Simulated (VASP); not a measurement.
Wanted: the native input for a VASP 6.6.1 run.

* Task: single point
* Functional: PBE
* Potentials or basis: VASP PAW PBE potentials, release 64 (Ta_pv, N)
* Cutoff: 520 eV
* k mesh: 16 × 16 × 16
* Occupations: gaussian, width 0.1 eV
* Spin: no spin polarisation
* Dipole correction: no
* Further INCAR settings: ALGO = Normal; EDIFF = 1e-07; NBANDS = 15

The structure of TaN lies in POSCAR:

```
TaN
1.0
    0.0000000000      2.1596286900      2.1596286900
    2.1596286900      0.0000000000      2.1596286900
    2.1596286900      2.1596286900      0.0000000000
Ta N
1 1
Direct
    0.5000000000      0.5000000000      0.5000000000
    0.0000000000      0.0000000000      0.0000000000
```

This cell differs from its parent crystal: strained.

The input as run:

INCAR

```
ALGO = Normal
EDIFF = 1E-7
ENCUT = 520
GGA = PE
ISIF = 2
ISMEAR = 0
LASPH = True
LCHARG = True
LELF = True
LREAL = False
LVHAR = True
LWAVE = False
NBANDS = 15
NELM = 100
PREC = Accurate
SIGMA = 0.1
```

KPOINTS

```
k-points
0
Gamma
  16 16 16
```

Potentials or basis: VASP PAW PBE potentials, release 64 (Ta_pv, N).

The run is started by

```console
$ cat potpaw_PBE.64/Ta_pv/POTCAR potpaw_PBE.64/N/POTCAR > POTCAR
$ mpirun -np 1 vasp_std > vasp.out
```

Results of the run:

```
Pressure               : 26.9 GPa
Band gap on the k mesh : zero (band 8 reaches 12.25 eV, above the bottom of band 9 at 7.91 eV)
```

Caveat: the cell differs from its parent crystal (strained); spin-orbit coupling is left out, which moves the levels of the heavy elements.

Wall time 38 s on 1 thread of AMD EPYC 9R14 (Zen 4) (shared host), peak memory 0.14 GiB.
